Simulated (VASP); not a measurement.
# Ge in VASP: notebook

The runs below take Ge through single point, with LDA.

Everything below comes from runs of VASP 6.6.1. Logs are shortened: lines on timing, memory, paths and dates and some standing lists are left out, and cuts for length are marked.

### Step 1. The cell of the first run

The cell holds a slab with vacuum, 6 atoms: a = 3.975 Å, b = 5.622 Å, c = 19.975 Å, α = 90.00°, β = 90.00°, γ = 90.00°.

### Step 2. Single point, LDA

INCAR reads:

```
ALGO = Normal
DIPOL = 0.5 0.5 0.500
EDIFF = 1E-7
ENCUT = 520
IDIPOL = 3
ISIF = 2
ISMEAR = -1
LASPH = True
LCHARG = False
LDIPOL = True
LREAL = False
LWAVE = False
NBANDS = 51
NELM = 80
PREC = Accurate
SIGMA = 0.02
```

KPOINTS reads:

```
k-points
0
Gamma
  8 6 1
```

POSCAR reads:

```
Ge
1.0
    3.9751430018      0.0000000000      0.0000000000
    0.0000000000      5.6217011455      0.0000000000
    0.0000000000      0.0000000000     19.9751000000
Ge
6
Direct
    0.7500000000      0.1250000000      0.4004975444
    0.2500000000      0.8750000000      0.4004975444
    0.2500000000      0.6250000000      0.5000000000
    0.7500000000      0.3750000000      0.5000000000
    0.7500000000      0.1250000000      0.5995024556
    0.2500000000      0.8750000000      0.5995024556
```

Potentials or basis: VASP PAW LDA potentials, release 64 (Ge_d).

Launch:

```bash
> cat potpaw_LDA.64/Ge_d/POTCAR > POTCAR
> mpirun -np 1 vasp_std > vasp.out
```

OUTCAR:

```text
EDIFF = 1E-7
   ENCUT = 520
   ISIF = 2
   ISMEAR = -1
   LASPH = True
   LREAL = False
   NELM = 80
   PREC = Accurate

 ion  position               nearest neighbor table
   1  0.750  0.125  0.400-   4 2.43   2 2.43   2 2.43
   2  0.250  0.875  0.400-   3 2.43   1 2.43   1 2.43
   3  0.250  0.625  0.500-   2 2.43   6 2.43   4 2.43   4 2.43
   4  0.750  0.375  0.500-   1 2.43   5 2.43   3 2.43   3 2.43
   5  0.750  0.125  0.600-   4 2.43   6 2.43   6 2.43
   6  0.250  0.875  0.600-   3 2.43   5 2.43   5 2.43

  LATTYP: Found a simple orthorhombic cell.
 ALAT       =     3.9751430018
 B/A-ratio  =     1.4142135624
 C/A-ratio  =     5.0250016140

  Lattice vectors:

 A1 = (   3.9751430018,   0.0000000000,   0.0000000000)
 A2 = (   0.0000000000,   5.6217011455,   0.0000000000)
 A3 = (   0.0000000000,   0.0000000000,  19.9751000000)

Analysis of symmetry for initial positions (statically):
=====================================================================
 Subroutine PRICEL returns:
 Original cell was already a primitive cell.

 Routine SETGRP: Setting up the symmetry group for a
 simple orthorhombic supercell.

 Subroutine GETGRP returns: Found  8 space group operations
 (whereof  4 operations were pure point group operations)
 out of a pool of  8 trial point group operations.

The static configuration has the point symmetry C_2h.
 The point group associated with its full space group is D_2h.

Analysis of symmetry for dynamics (positions and initial velocities):
=====================================================================
 Subroutine PRICEL returns:
 Original cell was already a primitive cell.

 Routine SETGRP: Setting up the symmetry group for a
 simple orthorhombic supercell.

 Subroutine GETGRP returns: Found  8 space group operations
 (whereof  4 operations were pure point group operations)
 out of a pool of  8 trial point group operations.

The dynamic configuration has the point symmetry C_2h.
 The point group associated with its full space group is D_2h.

 Subroutine INISYM returns: Found  8 space group operations
 (whereof  4 operations are pure point group operations),
 and found     1 'primitive' translations

----------------------------------------------------------------------------------------

                                     Primitive cell

  volume of cell :     446.3849

  direct lattice vectors                    reciprocal lattice vectors
     3.975143002  0.000000000  0.000000000     0.251563277  0.000000000  0.000000000
     0.000000000  5.621701146  0.000000000     0.000000000  0.177882099  0.000000000
     0.000000000  0.000000000 19.975100000     0.000000000  0.000000000  0.050062328

  length of vectors
     3.975143002  5.621701146 19.975100000     0.251563277  0.177882099  0.050062328

  position of ions in fractional coordinates (direct lattice)
     0.750000000  0.125000000  0.400497544
     0.250000000  0.875000000  0.400497544
     0.250000000  0.625000000  0.500000000
     0.750000000  0.375000000  0.500000000
     0.750000000  0.125000000  0.599502456
     0.250000000  0.875000000  0.599502456

  ion indices of the primitive-cell ions
   primitive index   ion index
                 1           1
                 2           2
                 3           3
                 4           4
                 5           5
                 6           6

----------------------------------------------------------------------------------------

 KPOINTS: k-points

Automatic generation of k-mesh.
 Grid dimensions read from file:
 generate k-points for:    8    6    1

 Generating k-lattice:

  Cartesian coordinates                     Fractional coordinates (reciprocal lattice)
     0.031445410  0.000000000  0.000000000     0.125000000  0.000000000  0.000000000
     0.000000000  0.029647017  0.000000000     0.000000000  0.166666667  0.000000000
     0.000000000  0.000000000  0.050062328     0.000000000  0.000000000  1.000000000

  Length of vectors
     0.031445410  0.029647017  0.050062328

  Shift w.r.t. Gamma in fractional coordinates (k-lattice)
     0.000000000  0.000000000  0.000000000

 Subroutine IBZKPT returns following result:
 ===========================================

 Found     20 irreducible k-points:

 Following reciprocal coordinates:
            Coordinates               Weight
  0.000000  0.000000  0.000000      1.000000
  0.125000  0.000000  0.000000      2.000000
  0.250000  0.000000  0.000000      2.000000
  0.375000  0.000000  0.000000      2.000000
  0.500000  0.000000  0.000000      1.000000
  0.000000  0.166667  0.000000      2.000000
[... 12 lines left out ...]
  0.375000  0.500000  0.000000      2.000000
  0.500000  0.500000  0.000000      1.000000
   k-points           NKPTS =     20   k-points in BZ     NKDIM =     20   number of bands    NBANDS=     51
   number of dos      NEDOS =    301   number of ions     NIONS =      6
   total plane-waves  NPLWV = 189000
   dimension x,y,z NGX =    30 NGY =   42 NGZ =  150
   dimension x,y,z NGXF=    60 NGYF=   84 NGZF=  300
   ions per type =               6
   NGX,Y,Z   is equivalent  to a cutoff of  12.55, 12.42, 12.48 a.u.
   NGXF,Y,Z  is equivalent  to a cutoff of  25.09, 24.84, 24.97 a.u.
 SYSTEM =  unknown system
   PREC   = accura    normal or accurate (medium, high low for compatibility)
   ISTART =      0    job   : 0-new  1-cont  2-samecut
   ICHARG =      2    charge: 1-file 2-atom 10-const
   ISPIN  =      1    spin polarized calculation?
   LNONCOLLINEAR =      F non collinear calculations
   LSORBIT =      F    spin-orbit coupling
   LASPH  =      T    aspherical Exc in radial PAW
   ENCUT  =  520.0 eV  38.22 Ry    6.18 a.u.   7.39 10.45 37.14*2*pi/ulx,y,z
   NELM   =     80;   NELMIN=  2; NELMDL= -5     # of ELM steps
   EDIFF  = 0.1E-06   stopping-criterion for ELM
   LREAL  =      F    real-space projection
   EDIFFG = 0.1E-05   stopping-criterion for IOM
   NSW    =      0    number of steps for IOM
   IBRION =     -1    ionic relax: 0-MD 1-quasi-New 2-CG
   NFREE  =      0    steps in history (QN), initial steepest desc. (CG)
   ISIF   =      2    stress and relaxation
   ISYM   =      2    0-nonsym 1-usesym 2-fastsym
   POTIM  = 0.5000    time-step for ionic-motion
   TEBEG  =    0.0;   TEEND  =   0.0 temperature during run
   PSTRESS=    0.0 pullay stress
   NELECT =      84.0000    total number of electrons
   NUPDOWN=      -1.0000    fix difference up-down
   EMIN   =  10.00;   EMAX   =-10.00  energy-range for DOS
   EFERMI =   0.00;   METHOD = LEGACY
   ISMEAR =    -1;   SIGMA  =   0.02  broadening in eV -4-tet -1-fermi 0-gaus
   EFERMI_NEDOS =   21; number of points for ismear=-14 and -15
   IALGO  =     38    algorithm
   IMIX   =      4    mixing-type and parameters
     AMIX     =   0.40;   BMIX     =  1.00
     AMIX_MAG =   1.60;   BMIX_MAG =  1.00
  volume/ion in A,a.u.               =      74.40       502.06
  Fermi-wavevector in a.u.,A,eV,Ry     =   0.938134  1.772816 11.974419  0.880095
  Thomas-Fermi vector in A             =   2.065315
   LORBIT       =      0    0 simple, 1 ext, 2 COOP (PROOUT), +10 PAW based schemes
   GGA     = CA    functional components
   LHFCALC =     F    Hartree Fock is set to
   AEXX    =    0.0000 exact exchange contribution
   IVDW    =     0    specifies the selected vdW correction
   LEPSILON=     F    determine dielectric tensor
   LRPA    =     F    only Hartree local field effects (RPA)
 non-spin polarized calculation
  energy-cutoff  :      520.00
  volume of cell :      446.38
 maximum number of plane-waves:     12053
 NGX is ok and might be reduce to    30
   NGX = 15   NGY = 21   NGZ = 75

 number of electron      84.0000030 magnetization

 dipolmoment           0.000000      0.000000      0.000000 electrons x Angstroem

 Free energy of the ion-electron system (eV)
  ---------------------------------------------------
  ext. energy  EPLUGINS =         0.00000000
  ---------------------------------------------------
  free energy    TOTEN  =       -27.51259659 eV

  energy without entropy =      -27.50526653  energy(sigma->0) =      -27.50893156

 E-fermi :  -1.9966     XC(G=0):  -3.9517

 val. band max:       -2.0058550280   @ k =   0.2500   0.3333   0.0000
 cond. band min:      -1.9718035523   @ k =   0.1250   0.3333   0.0000
 fundamental gap:      0.0340514757
 Fermi energy:        -1.9966398946

 k-point     1 :       0.0000    0.0000    0.0000
  band No.  band energies     occupation
      1     -26.7122      2.00000
      2     -26.7054      2.00000
      3     -26.6968      2.00000
      4     -26.6534      2.00000
      5     -26.6435      2.00000
      6     -26.6083      2.00000
[... 43 lines left out ...]
     50       2.4385      0.00000
     51       2.5351      0.00000

 k-point     2 :       0.1250    0.0000    0.0000
  band No.  band energies     occupation
      1     -26.7117      2.00000
      2     -26.7050      2.00000
      3     -26.7026      2.00000
      4     -26.6633      2.00000
      5     -26.6355      2.00000
      6     -26.6019      2.00000
[... 43 lines left out ...]
     50       1.9926      0.00000
     51       2.6003      0.00000

 k-point     3 :       0.2500    0.0000    0.0000
  band No.  band energies     occupation
      1     -26.7107      2.00000
      2     -26.7105      2.00000
      3     -26.7036      2.00000
      4     -26.6766      2.00000
      5     -26.6245      2.00000
      6     -26.5985      2.00000
[... 43 lines left out ...]
     50       2.9153      0.00000
     51       3.0315      0.00000
[... 811 lines left out ...]
 k-point    19 :       0.3750    0.5000    0.0000
  band No.  band energies     occupation
      1     -26.7153      2.00000
      2     -26.7111      2.00000
      3     -26.6963      2.00000
      4     -26.6959      2.00000
      5     -26.5907      2.00000
      6     -26.5895      2.00000
[... 43 lines left out ...]
     50       3.1376      0.00000
     51       3.2237      0.00000

 k-point    20 :       0.5000    0.5000    0.0000
  band No.  band energies     occupation
      1     -26.7138      2.00000
      2     -26.7138      2.00000
      3     -26.6980      2.00000
      4     -26.6980      2.00000
      5     -26.5768      2.00000
      6     -26.5768      2.00000
[... 43 lines left out ...]
     50       2.8039      0.00000
     51       3.7815      0.00000

------------------------ aborting loop because EDIFF is reached ----------------------------------------

 vacuum level on the upper side and lower side of the slab       (xc-potential included)        -0.068        -0.068

  FORCE on cell =-STRESS in cart. coord.  units (eV):
  Direction    XX          YY          ZZ          XY          YZ          ZX
  --------------------------------------------------------------------------------------
  -------------------------------------------------------------------------------------
  Total       -0.6672772     -0.3124331     -0.8891036      0.0000000      0.0000000      0.0000000
  in kB       -2.3950102     -1.1213938     -3.1911961      0.0000000      0.0000000      0.0000000
  external PRESSURE =      -2.2358667 kB  Pullay stress =       0.0000000 kB

 VOLUME and BASIS-vectors are now :
 -----------------------------------------------------------------------------
  energy-cutoff  :      520.00
  volume of cell :      446.38
      direct lattice vectors                 reciprocal lattice vectors
     3.975143002  0.000000000  0.000000000     0.251563277  0.000000000  0.000000000
     0.000000000  5.621701146  0.000000000     0.000000000  0.177882099  0.000000000
     0.000000000  0.000000000 19.975100000     0.000000000  0.000000000  0.050062328

 POSITION                                       TOTAL-FORCE (eV/Angst)
 -----------------------------------------------------------------------------------
      2.98136      0.70271      7.99998         0.000000     -0.326424      0.106399
      0.99379      4.91899      7.99998         0.000000      0.326424      0.106399
      0.99379      3.51356      9.98755         0.000000      0.028188      0.000000
      2.98136      2.10814      9.98755         0.000000     -0.028188     -0.000000
      2.98136      0.70271     11.97512         0.000000     -0.326424     -0.106399
      0.99379      4.91899     11.97512         0.000000      0.326424     -0.106399
 -----------------------------------------------------------------------------------
    total drift:                                0.000000     -0.000000      0.000000

  FREE ENERGIE OF THE ION-ELECTRON SYSTEM (eV)
  ---------------------------------------------------
  free  energy   TOTEN  =       -27.5125965862 eV

  energy  without entropy=      -27.5052665309  energy(sigma->0) =      -27.50893156

 vacuum level on the upper side and lower side of the slab         2.729         2.729
```

Wall time 5.2 min (1 thread of AMD EPYC 9R45 (Zen 5), shared host); peak memory 0.5 GiB.

What came out:

```yaml
Free_energy: -27.5126 eV
Largest_force: 0.343 eV/Å
Band_gap_on_the_k_mesh: zero (band 42 reaches -1.96 eV, above the bottom of band 43 at -2.28 eV)
```

Forces on the atoms (eV/Å):
```
Ge   0.000 -0.326  0.106
Ge   0.000  0.326  0.106
Ge   0.000  0.028  0.000
Ge   0.000 -0.028  0.000
Ge   0.000 -0.326 -0.106
Ge   0.000  0.326 -0.106
```

### Step 3. Single point, LDA

INCAR reads:

```
SYSTEM = Ge
PREC = Accurate
ENCUT = 520
EDIFF = 1E-7
ISMEAR = -1
SIGMA = 0.02
LREAL = .False.
LASPH = .True.
NELM = 100
ALGO = Normal
ISIF = 2
LWAVE = .False.
LCHARG = .True.
LDIPOL = .True.
IDIPOL = 3
DIPOL = 0.5 0.5 0.500
LELF = .True.
LVHAR = .True.
LVACPOTAV = .True.
NBANDS = 51
```

KPOINTS reads:

```
Automatic mesh
0
Gamma
  8 6 1
  0 0 0
```

POSCAR reads:

```
Ge
1.0
    3.9751430018      0.0000000000      0.0000000000
    0.0000000000      5.6217011455      0.0000000000
    0.0000000000      0.0000000000     19.9751000000
Ge
6
Direct
    0.7500000000      0.1187605026      0.4032256546
    0.2500000000      0.8812394974      0.4032256546
    0.2500000000      0.6230132001      0.5000000002
    0.7500000000      0.3769867999      0.5000000002
    0.7500000000      0.1187605026      0.5967743452
    0.2500000000      0.8812394974      0.5967743452
```

Potentials or basis: VASP PAW LDA potentials, release 64 (Ge_d).

Launch:

```bash
> cat potpaw_LDA.64/Ge_d/POTCAR > POTCAR
> mpirun -np 1 vasp_std > vasp.out
```

OUTCAR:

```text
SYSTEM = Ge
   PREC = Accurate
   ENCUT = 520
   EDIFF = 1E-7
   ISMEAR = -1
   LREAL = .False.
   LASPH = .True.
   NELM = 100
   ISIF = 2

 ion  position               nearest neighbor table
   1  0.750  0.119  0.403-   2 2.39   2 2.39   4 2.42
   2  0.250  0.881  0.403-   1 2.39   1 2.39   3 2.42
   3  0.250  0.623  0.500-   6 2.42   2 2.42   4 2.42   4 2.42
   4  0.750  0.377  0.500-   5 2.42   1 2.42   3 2.42   3 2.42
   5  0.750  0.119  0.597-   6 2.39   6 2.39   4 2.42
   6  0.250  0.881  0.597-   5 2.39   5 2.39   3 2.42

  LATTYP: Found a simple orthorhombic cell.
 ALAT       =     3.9751430018
[... 1285 lines left out ...]
  Total        0.6709630      1.2969295      0.0376149     -0.0000000      0.0000000      0.0000000
  in kB        2.4082396      4.6549762      0.1350085     -0.0000000      0.0000000      0.0000000
  external PRESSURE =       2.3994081 kB  Pullay stress =       0.0000000 kB

 VOLUME and BASIS-vectors are now :
 -----------------------------------------------------------------------------
  energy-cutoff  :      520.00
  volume of cell :      446.38
      direct lattice vectors                 reciprocal lattice vectors
     3.975143002  0.000000000  0.000000000     0.251563277  0.000000000  0.000000000
     0.000000000  5.621701146  0.000000000     0.000000000  0.177882099  0.000000000
     0.000000000  0.000000000 19.975100000     0.000000000  0.000000000  0.050062328

 POSITION                                       TOTAL-FORCE (eV/Angst)
 -----------------------------------------------------------------------------------
      2.98136      0.66764      8.05447        -0.000000      0.009140     -0.012430
      0.99379      4.95407      8.05447        -0.000000     -0.009140     -0.012430
      0.99379      3.50239      9.98755         0.000000      0.006983      0.000000
      2.98136      2.11931      9.98755        -0.000000     -0.006983      0.000000
      2.98136      0.66764     11.92063        -0.000000      0.009140      0.012430
      0.99379      4.95407     11.92063         0.000000     -0.009140      0.012430
 -----------------------------------------------------------------------------------
    total drift:                                0.000000      0.000000     -0.000000

  FREE ENERGIE OF THE ION-ELECTRON SYSTEM (eV)
  ---------------------------------------------------
  free  energy   TOTEN  =       -27.5465972708 eV

  energy  without entropy=      -27.5398526307  energy(sigma->0) =      -27.54322495

 vacuum level on the upper side and lower side of the slab         2.790         2.790
```

It took 16 min on 1 thread of Intel Xeon Platinum 8259CL at 2.50GHz (Skylake/Cascade Lake), shared host; peak memory 0.53 GiB.

Results:

| Property | Result |
| --- | --- |
| Free energy | -27.5466 eV |
| Largest force | 0.015 eV/Å |
| Band gap on the k mesh | zero (band 42 reaches -1.97 eV, above the bottom of band 43 at -2.28 eV) |

Forces on the atoms (eV/Å):
```
Ge   0.000  0.009 -0.012
Ge   0.000 -0.009 -0.012
Ge   0.000  0.007  0.000
Ge   0.000 -0.007  0.000
Ge   0.000  0.009  0.012
Ge   0.000 -0.009  0.012
```

Levels at points of the mesh, in eV from the Fermi level:
```
           k point  band 40  band 41  band 42  band 43  band 44  band 45
(0.00, 0.00, 0.00)    -1.21    -0.73    -0.14     0.48     1.30     1.90
(0.50, 0.00, 0.00)    -2.37    -0.86    -0.86     0.42     0.42     2.23
(0.00, 0.50, 0.00)    -1.15    -0.98    -0.40     0.07     0.50     1.82
(0.50, 0.50, 0.00)    -2.58    -0.85    -0.85     0.61     0.61     3.08
```
